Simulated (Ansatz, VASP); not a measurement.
## One calculation of CoO, two programs

Contents of INCAR:

```
SYSTEM = CoO
PREC = Accurate ; ENCUT = 520
EDIFF = 1E-8 ; ISMEAR = -1
SIGMA = 0.05 ; LREAL = .False.
LASPH = .True. ; NELM = 150
ALGO = Normal ; ISIF = 2
LWAVE = .False. ; LCHARG = .False.
ISPIN = 2 ; MAGMOM = 2 0
LORBIT = 11 ; LMAXMIX = 4
GGA = PS ; LEFG = .True.
NBANDS = 18
```

Contents of KPOINTS:

```
Automatic mesh
0
Gamma
  16 16 16
  0 0 0
```

POSCAR

```
CoO
1.0
    0.0000000000      2.1026924146      2.1026924146
    2.1026924146      0.0000000000      2.1026924146
    2.1026924146      2.1026924146      0.0000000000
Co O
1 1
Direct
    0.0000000000      0.0000000000      0.0000000000
    0.5000000000      0.5000000000      0.5000000000
```

Input for Ansatz:

```yaml
crystal:
  lattice:
    - [0.0, 2.1026924146, 2.1026924146]
    - [2.1026924146, 0.0, 2.1026924146]
    - [2.1026924146, 2.1026924146, 0.0]
  atoms:
    - { symbol: Co, position: [0.0, 0.0, 0.0], spin: 2.0 }
    - { symbol: O, position: [0.5, 0.5, 0.5] }
magnetization:
  spin_polarized: true
kpoints:
  mp_grid: { grid: [16, 16, 16] }
scf:
  occupations: { method: fermi_dirac, width: 0.05 }
hamiltonian:
  xc: pbesol
  pseudopotentials: { kind: paw }
output:
  forces: true
  stress: true
  eigenvalues: true
  efg: { contact_densities: true }
```

Change from the starting cell: volume scaled by 0.96, PAW files.

Alike in both runs: task electric field gradients; functional PBEsol; k mesh 16 × 16 × 16; occupations fermi-dirac, width 0.05 eV; collinear spin.

|  | VASP | Ansatz |
| --- | --- | --- |
| version | VASP 6.6.1 | Ansatz 0.2.0 |
| potentials or method | VASP PAW PBE potentials, release 64 (Co, O) | PAW with Ansatz's default frozen-core files, scalar-relativistic |
| plane-wave cutoff (eV) | 520 | 420 |
| valence electrons in the cell | 15 | 23 |

|  | VASP | Ansatz | Ansatz less VASP |
| --- | --- | --- | --- |
| pressure (GPa) | -5.2 | -4.4 | +0.80 |
| net moment per atom (μB) | 1.41 | 1.43 | +0.023 |
| size of the moment on the site where the two differ most (μB) | 2.48 | 2.43 | -0.054 |

VASP's potentials were made for PBE, not for PBEsol. Site moments also hang on the region over which each program counts them. With one functional, cell and mesh, what is left measures potentials, basis and numerics. VASP's potentials hold 15 valence electrons a cell and Ansatz's 23, so a difference there can come from the potentials and not from the codes.
